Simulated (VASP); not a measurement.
The system is Pb.

```
Pb
1.0
     3.45664    0.00000    0.00000
    -1.72832    2.99354    0.00000
     0.00000    0.00000    5.55248
Pb
2
Cartesian
  1.7283 0.9978 4.1644
  0.0000 1.9957 1.3881
```

Base run:

| Property | Result |
| --- | --- |
| Program | VASP 6.6.1 |
| Functional | r2SCAN |
| Potentials or basis | VASP PAW PBE potentials, release 64 (Pb_d) |
| Cutoff | 520 eV |
| k mesh | 9 × 9 × 5 |
| Occupations | fermi-dirac, width 0.05 eV |
| Spin | no spin polarisation |

Its results: band gap on the k mesh zero (band 14 reaches 13.92 eV, above the bottom of band 15 at 5.70 eV); pressure 4.1 GPa.

Q: The run is repeated on the same cell with these changes: functional from r2SCAN to PBE. What comes out?

A: Band gap on the k mesh zero (band 14 reaches 13.75 eV, above the bottom of band 15 at 5.80 eV); pressure 5.3 GPa.

Caveats: spin-orbit coupling is left out, which moves the levels of the heavy elements; the PAW data sets were made with another functional, which shifts forces and pressure a little (some runs).
